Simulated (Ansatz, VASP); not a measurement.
**ScAl3 in VASP and in Ansatz**

```xyz
4
Lattice="4.1053 0.0000 0.0000 0.0000 4.1053 0.0000 0.0000 0.0000 4.1053" Properties=species:S:1:pos:R:3 pbc="T T T"
Sc    0.0000    0.0000    0.0000
Al    2.0527    0.0000    2.0527
Al    0.0000    2.0527    2.0527
Al    2.0527    2.0527    0.0000
```

Alike in both runs: functional PBE; k mesh 10 × 10 × 10; occupations gaussian, width 0.1 eV; no spin polarisation.

Ansatz relaxed the structure, and its values are those at the end. VASP's run is a single point on that final structure, the one shown.

|  | VASP | Ansatz |
| --- | --- | --- |
| version | VASP 6.6.1 | Ansatz 0.2.0 |
| potentials or method | VASP PAW PBE potentials, release 64 (Sc_sv, Al), cutoff 520 eV | scalar-relativistic, plane waves, PAW |
| valence electrons in the cell | 20 | 20 |

|  | VASP | Ansatz | Ansatz less VASP |
| --- | --- | --- | --- |
| gap on the k mesh at the Fermi level (eV) | none | none | - |
| pressure (GPa) | 0.0 | 0.0 | -0.01 |

A gap of «none» marks a metal or a gap that the smearing closes. With one functional, cell and mesh, what is left measures potentials, basis and numerics.
